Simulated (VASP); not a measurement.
# HfIr3 (Pm-3m) in VASP: single point with LDA

Aim: the single point of HfIr3 with LDA.

All numbers are computed with VASP 6.6.1; they aren't measurements. Logs are shortened: lines on timing, memory, paths and dates and some standing lists are left out, and cuts for length are marked.

## 1. The cell of the first run

It takes space group Pm-3m (No. 221, cubic). Conventional cell: a = 3.875 Å, b = 3.875 Å, c = 3.875 Å, α = 90.00°, β = 90.00°, γ = 90.00°. Within 3.6 Å of Hf (site symmetry m-3m) lie 12 Ir at 2.74 Å. Ir (site symmetry 4/mmm) has 4 Hf at 2.74 Å and 8 Ir at 2.74 Å within 3.6 Å.

## 2. Single point, LDA (volume scaled by 0.98)

Input file INCAR:

```
PREC = Accurate ; ENCUT = 520
EDIFF = 1E-7 ; ISMEAR = -1
SIGMA = 0.15 ; LREAL = False
LASPH = True ; NELM = 80
ALGO = Fast ; ISIF = 2
LWAVE = False ; LCHARG = False
NBANDS = 26
```

Input file KPOINTS:

```
Automatic mesh
0
Gamma
  12 12 12
```

Input file POSCAR:

```
HfIr3
1.0
    3.8746924035      0.0000000000      0.0000000000
    0.0000000000      3.8746924035      0.0000000000
    0.0000000000      0.0000000000      3.8746924035
Hf Ir
1 3
Direct
    0.0000000000      0.0000000000      0.0000000000
    0.0000000000      0.5000000000      0.5000000000
    0.5000000000      0.0000000000      0.5000000000
    0.5000000000      0.5000000000      0.0000000000
```

Potentials or basis: VASP PAW LDA potentials, release 64 (Hf_pv, Ir).

The run is started by

```bash
> cat potpaw_LDA.64/Hf_pv/POTCAR potpaw_LDA.64/Ir/POTCAR > POTCAR
> mpirun -np 1 vasp_std > vasp.out
```

OUTCAR:

```text
PREC = Accurate
   ENCUT = 520
   EDIFF = 1E-7
   ISMEAR = -1
   LREAL = False
   LASPH = True
   NELM = 80
   ISIF = 2

 ion  position               nearest neighbor table
   1  0.000  0.000  0.000-   2 2.74   3 2.74   4 2.74   2 2.74   3 2.74   2 2.74   4 2.74   2 2.74
                             3 2.74   4 2.74   3 2.74   4 2.74
   2  0.000  0.500  0.500-   1 2.74   3 2.74   4 2.74   1 2.74   4 2.74   1 2.74   3 2.74   1 2.74
                             3 2.74   4 2.74   4 2.74   3 2.74
   3  0.500  0.000  0.500-   1 2.74   2 2.74   4 2.74   1 2.74   4 2.74   2 2.74   4 2.74   4 2.74
                             1 2.74   2 2.74   1 2.74   2 2.74
   4  0.500  0.500  0.000-   1 2.74   2 2.74   3 2.74   2 2.74   3 2.74   1 2.74   3 2.74   3 2.74
                             1 2.74   2 2.74   2 2.74   1 2.74

  LATTYP: Found a simple cubic cell.
 ALAT       =     3.8746924035

  Lattice vectors:

 A1 = (   3.8746924035,   0.0000000000,   0.0000000000)
 A2 = (   0.0000000000,   3.8746924035,   0.0000000000)
 A3 = (   0.0000000000,   0.0000000000,   3.8746924035)

Analysis of symmetry for initial positions (statically):
=====================================================================
 Subroutine PRICEL returns:
 Original cell was already a primitive cell.

 Routine SETGRP: Setting up the symmetry group for a
 simple cubic supercell.

 Subroutine GETGRP returns: Found 48 space group operations
[... 9 lines left out ...]

 Routine SETGRP: Setting up the symmetry group for a
 simple cubic supercell.

 Subroutine GETGRP returns: Found 48 space group operations
[... 11 lines left out ...]
                                     Primitive cell

  volume of cell :      58.1717

  direct lattice vectors                    reciprocal lattice vectors
     3.874692404  0.000000000  0.000000000     0.258085003  0.000000000  0.000000000
     0.000000000  3.874692404  0.000000000     0.000000000  0.258085003  0.000000000
     0.000000000  0.000000000  3.874692404     0.000000000  0.000000000  0.258085003

  length of vectors
     3.874692404  3.874692404  3.874692404     0.258085003  0.258085003  0.258085003

  position of ions in fractional coordinates (direct lattice)
     0.000000000  0.000000000  0.000000000
     0.000000000  0.500000000  0.500000000
     0.500000000  0.000000000  0.500000000
     0.500000000  0.500000000  0.000000000

  ion indices of the primitive-cell ions
   primitive index   ion index
                 1           1
                 2           2
                 3           3
                 4           4

----------------------------------------------------------------------------------------

 KPOINTS: Automatic mesh

Automatic generation of k-mesh.
 Grid dimensions read from file:
 generate k-points for:   12   12   12

 Generating k-lattice:

  Cartesian coordinates                     Fractional coordinates (reciprocal lattice)
     0.021507084  0.000000000  0.000000000     0.083333333  0.000000000  0.000000000
     0.000000000  0.021507084  0.000000000     0.000000000  0.083333333  0.000000000
     0.000000000  0.000000000  0.021507084     0.000000000  0.000000000  0.083333333

  Length of vectors
     0.021507084  0.021507084  0.021507084

  Shift w.r.t. Gamma in fractional coordinates (k-lattice)
     0.000000000  0.000000000  0.000000000

 Subroutine IBZKPT returns following result:
 ===========================================

 Found     84 irreducible k-points:

 Following reciprocal coordinates:
            Coordinates               Weight
  0.000000  0.000000  0.000000      1.000000
  0.083333  0.000000  0.000000      6.000000
  0.166667  0.000000  0.000000      6.000000
  0.250000  0.000000  0.000000      6.000000
  0.333333  0.000000  0.000000      6.000000
  0.416667  0.000000  0.000000      6.000000
[... 16 lines left out ...]
  0.333333  0.333333  0.000000     12.000000
  0.416667  0.333333  0.000000     24.000000
 [... further k-points ...]
   k-points           NKPTS =     84   k-points in BZ     NKDIM =     84   number of bands    NBANDS=     26
   number of dos      NEDOS =    301   number of ions     NIONS =      4
   total plane-waves  NPLWV =  27000
   dimension x,y,z NGX =    30 NGY =   30 NGZ =   30
   dimension x,y,z NGXF=    60 NGYF=   60 NGZF=   60
   ions per type =               1   3
   NGX,Y,Z   is equivalent  to a cutoff of  12.87, 12.87, 12.87 a.u.
   NGXF,Y,Z  is equivalent  to a cutoff of  25.74, 25.74, 25.74 a.u.
 SYSTEM =  unknown system
   PREC   = accura    normal or accurate (medium, high low for compatibility)
   ISTART =      0    job   : 0-new  1-cont  2-samecut
   ICHARG =      2    charge: 1-file 2-atom 10-const
   ISPIN  =      1    spin polarized calculation?
   LNONCOLLINEAR =      F non collinear calculations
   LSORBIT =      F    spin-orbit coupling
   LASPH  =      T    aspherical Exc in radial PAW
   ENCUT  =  520.0 eV  38.22 Ry    6.18 a.u.   7.20  7.20  7.20*2*pi/ulx,y,z
   NELM   =     80;   NELMIN=  2; NELMDL= -5     # of ELM steps
   EDIFF  = 0.1E-06   stopping-criterion for ELM
   LREAL  =      F    real-space projection
   EDIFFG = 0.1E-05   stopping-criterion for IOM
   NSW    =      0    number of steps for IOM
   IBRION =     -1    ionic relax: 0-MD 1-quasi-New 2-CG
   NFREE  =      0    steps in history (QN), initial steepest desc. (CG)
   ISIF   =      2    stress and relaxation
   ISYM   =      2    0-nonsym 1-usesym 2-fastsym
   POTIM  = 0.5000    time-step for ionic-motion
   TEBEG  =    0.0;   TEEND  =   0.0 temperature during run
   PSTRESS=    0.0 pullay stress
   NELECT =      37.0000    total number of electrons
   NUPDOWN=      -1.0000    fix difference up-down
   EMIN   =  10.00;   EMAX   =-10.00  energy-range for DOS
   EFERMI =   0.00;   METHOD = LEGACY
   ISMEAR =    -1;   SIGMA  =   0.15  broadening in eV -4-tet -1-fermi 0-gaus
   EFERMI_NEDOS =   21; number of points for ismear=-14 and -15
   IALGO  =     68    algorithm
   IMIX   =      4    mixing-type and parameters
     AMIX     =   0.40;   BMIX     =  1.00
     AMIX_MAG =   1.60;   BMIX_MAG =  1.00
  volume/ion in A,a.u.               =      14.54        98.14
  Fermi-wavevector in a.u.,A,eV,Ry     =   1.407899  2.660543 26.969192  1.982180
  Thomas-Fermi vector in A             =   2.530111
   LORBIT       =      0    0 simple, 1 ext, 2 COOP (PROOUT), +10 PAW based schemes
   GGA     = CA    functional components
   LHFCALC =     F    Hartree Fock is set to
   AEXX    =    0.0000 exact exchange contribution
   IVDW    =     0    specifies the selected vdW correction
   LEPSILON=     F    determine dielectric tensor
   LRPA    =     F    only Hartree local field effects (RPA)
 non-spin polarized calculation
 RMM-DIIS sequential band-by-band and
  energy-cutoff  :      520.00
  volume of cell :       58.17
 maximum number of plane-waves:      1596
 NGX is ok and might be reduce to    30
   NGX = 15   NGY = 15   NGZ = 15

 number of electron      36.9999997 magnetization

 Free energy of the ion-electron system (eV)
  ---------------------------------------------------
  ext. energy  EPLUGINS =         0.00000000
  ---------------------------------------------------
  free energy    TOTEN  =       -45.07148738 eV

  energy without entropy =      -44.87639143  energy(sigma->0) =      -44.97393940

 E-fermi :   8.9814     XC(G=0): -13.8732

 val. band max:        8.9735221739   @ k =   0.4167   0.0833   0.0833
 cond. band min:       8.9950514182   @ k =   0.5000   0.5000   0.1667
 fundamental gap:      0.0215292443
 Fermi energy:         8.9814247957

 k-point     1 :       0.0000    0.0000    0.0000
  band No.  band energies     occupation
      1     -20.7201      2.00000
      2     -20.7201      2.00000
      3     -20.7201      2.00000
      4      -0.8877      2.00000
      5       2.1787      2.00000
      6       2.2039      2.00000
[... 18 lines left out ...]
     25      15.9894      0.00000
     26      15.9894      0.00000

 k-point     2 :       0.0833    0.0000    0.0000
  band No.  band energies     occupation
      1     -20.7279      2.00000
      2     -20.7215      2.00000
      3     -20.7215      2.00000
      4      -0.7781      2.00000
      5       2.2395      2.00000
      6       2.2753      2.00000
[... 18 lines left out ...]
     25      15.9689      0.00000
     26      15.9782      0.00000

 k-point     3 :       0.1667    0.0000    0.0000
  band No.  band energies     occupation
      1     -20.7493      2.00000
      2     -20.7254      2.00000
      3     -20.7254      2.00000
      4      -0.4562      2.00000
      5       2.3839      2.00000
      6       2.5042      2.00000
[... 18 lines left out ...]
     25      15.9355      0.00000
     26      16.2496      0.00000

 k-point     4 :       0.2500    0.0000    0.0000
  band No.  band energies     occupation
      1     -20.7783      2.00000
      2     -20.7308      2.00000
      3     -20.7308      2.00000
      4       0.0566      2.00000
      5       2.5723      2.00000
      6       2.8516      2.00000
[... 18 lines left out ...]
     25      15.8539      0.00000
     26      17.0072      0.00000

 k-point     5 :       0.3333    0.0000    0.0000
  band No.  band energies     occupation
      1     -20.8070      2.00000
      2     -20.7362      2.00000
      3     -20.7362      2.00000
      4       0.7174      2.00000
      5       2.7150      2.00000
      6       3.2465      2.00000
[... 18 lines left out ...]
     25      15.7983      0.00000
     26      17.5827      0.00000

 k-point     6 :       0.4167    0.0000    0.0000
  band No.  band energies     occupation
      1     -20.8279      2.00000
      2     -20.7401      2.00000
      3     -20.7401      2.00000
      4       1.4391      2.00000
      5       2.6625      2.00000
      6       3.5775      2.00000
[... 427 lines left out ...]
 k-point    21 :       0.4167    0.2500    0.0000
  band No.  band energies     occupation
      1     -20.8137      2.00000
      2     -20.7709      2.00000
      3     -20.7498      2.00000
      4       2.0913      2.00000
      5       3.3553      2.00000
      6       3.8852      2.00000
[... 18 lines left out ...]
     25      13.5280      0.00000
     26      16.3996      0.00000

 k-point    22 :       0.5000    0.2500    0.0000
  band No.  band energies     occupation
      1     -20.8185      2.00000
      2     -20.7716      2.00000
      3     -20.7512      2.00000
      4       2.5588      2.00000
      5       3.0576      2.00000
      6       4.1640      2.00000
[... 18 lines left out ...]
     25      13.5275      0.00000
     26      16.5226      0.00000

 k-point    23 :       0.3333    0.3333    0.0000
  band No.  band energies     occupation
      1     -20.8017      2.00000
      2     -20.7815      2.00000
      3     -20.7511      2.00000
      4       1.9556      2.00000
      5       3.6972      2.00000
      6       3.9618      2.00000
[... 18 lines left out ...]
     25      13.3573      0.00000
     26      15.9531      0.00000

 k-point    24 :       0.4167    0.3333    0.0000
  band No.  band energies     occupation
      1     -20.8068      2.00000
      2     -20.7861      2.00000
      3     -20.7547      2.00000
      4       2.5336      2.00000
      5       3.7505      2.00000
      6       4.0071      2.00000
[... 18 lines left out ...]
     25      13.0795      0.00000
     26      16.0138      0.00000

 [... further k-points ...]

------------------------ aborting loop because EDIFF is reached ----------------------------------------

  FORCE on cell =-STRESS in cart. coord.  units (eV):
  Direction    XX          YY          ZZ          XY          YZ          ZX
  --------------------------------------------------------------------------------------
  -------------------------------------------------------------------------------------
  Total        2.7514621      2.7514621      2.7514621      0.0000000     -0.0000000     -0.0000000
  in kB       75.7813640     75.7813640     75.7813640      0.0000000     -0.0000000     -0.0000000
  external PRESSURE =      75.7813640 kB  Pullay stress =       0.0000000 kB

 VOLUME and BASIS-vectors are now :
 -----------------------------------------------------------------------------
  energy-cutoff  :      520.00
  volume of cell :       58.17
      direct lattice vectors                 reciprocal lattice vectors
     3.874692404  0.000000000  0.000000000     0.258085003  0.000000000  0.000000000
     0.000000000  3.874692404  0.000000000     0.000000000  0.258085003  0.000000000
     0.000000000  0.000000000  3.874692404     0.000000000  0.000000000  0.258085003

 POSITION                                       TOTAL-FORCE (eV/Angst)
 -----------------------------------------------------------------------------------
      0.00000      0.00000      0.00000         0.000000      0.000000      0.000000
      0.00000      1.93735      1.93735         0.000000      0.000000      0.000000
      1.93735      0.00000      1.93735         0.000000      0.000000      0.000000
      1.93735      1.93735      0.00000         0.000000      0.000000      0.000000
 -----------------------------------------------------------------------------------
    total drift:                                0.000000      0.000000     -0.000000

  FREE ENERGIE OF THE ION-ELECTRON SYSTEM (eV)
  ---------------------------------------------------
  free  energy   TOTEN  =       -45.0714873828 eV

  energy  without entropy=      -44.8763914271  energy(sigma->0) =      -44.97393940
```

Wall time 2.6 min (1 thread of AMD EPYC 7R43 (Zen 3), shared host); peak memory 0.2 GiB.

What came out:

| Item | Value |
| --- | --- |
| Free energy | -45.0715 eV |
| Pressure | 7.6 GPa |

Caveat: spin-orbit coupling is left out, which moves the levels of the heavy elements.
